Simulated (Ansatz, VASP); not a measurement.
TaN in VASP and in Ansatz

The input INCAR:

```
SYSTEM = TaN
PREC = Accurate ; ENCUT = 600
EDIFF = 1E-6 ; ISMEAR = 0
SIGMA = 0.1 ; LREAL = .False.
LASPH = .True. ; NELM = 120
ALGO = Normal ; ISIF = 2
LWAVE = .False. ; LCHARG = .False.
GGA = PE ; IVDW = 12
NBANDS = 15 ; GGA_COMPAT = .False.
```

KPOINTS

```
Automatic mesh
0
Gamma
  8 8 8
  0 0 0
```

POSCAR

```
TaN
1.0
    0.0000000000      2.1790000000      2.1790000000
    2.1790000000      0.0000000000      2.1790000000
    2.1790000000      2.1790000000      0.0000000000
Ta N
1 1
Direct
    0.5000000000      0.5000000000      0.5000000000
    0.0000000000      0.0000000000      0.0000000000
```

Input for Ansatz:

```yaml
crystal:
  lattice:
    - [0.0, 2.179, 2.179]
    - [2.179, 0.0, 2.179]
    - [2.179, 2.179, 0.0]
  atoms:
    - { symbol: Ta, position: [0.5, 0.5, 0.5] }
    - { symbol: "N", position: [0.0, 0.0, 0.0] }
basis:
  ecutwfc: 420
kpoints:
  mp_grid: { grid: [8, 8, 8] }
hamiltonian:
  xc: pbe
  dispersion: d3bj
scf:
  occupations: { method: gaussian, width: 0.1 }
output:
  forces: true
  stress: true
  eigenvalues: true
```

Alike in both runs: task single point; functional PBE; dispersion D3(BJ); k mesh 8 × 8 × 8; occupations gaussian, width 0.1 eV; no spin polarisation.

|  | VASP | Ansatz |
| --- | --- | --- |
| version | VASP 6.6.1 | Ansatz 0.2.0 |
| potentials or method | VASP PAW PBE potentials, release 64 (Ta_pv, N), cutoff 600 eV | scalar-relativistic, plane waves, PAW |
| valence electrons in the cell | 16 | 18 |

VASP gave:

```
gap on the k mesh at the Fermi level (eV) : none
pressure (GPa)                            : 7.8
```

Task: Which values does Ansatz return?

Result: gap on the k mesh at the Fermi level (eV): none; pressure (GPa): 6.9.

A gap of «none» marks a metal or a gap that the smearing closes. VASP's potentials hold 16 valence electrons a cell and Ansatz's 18, so a difference there can come from the potentials and not from the codes.

Neither program's run includes spin-orbit coupling.
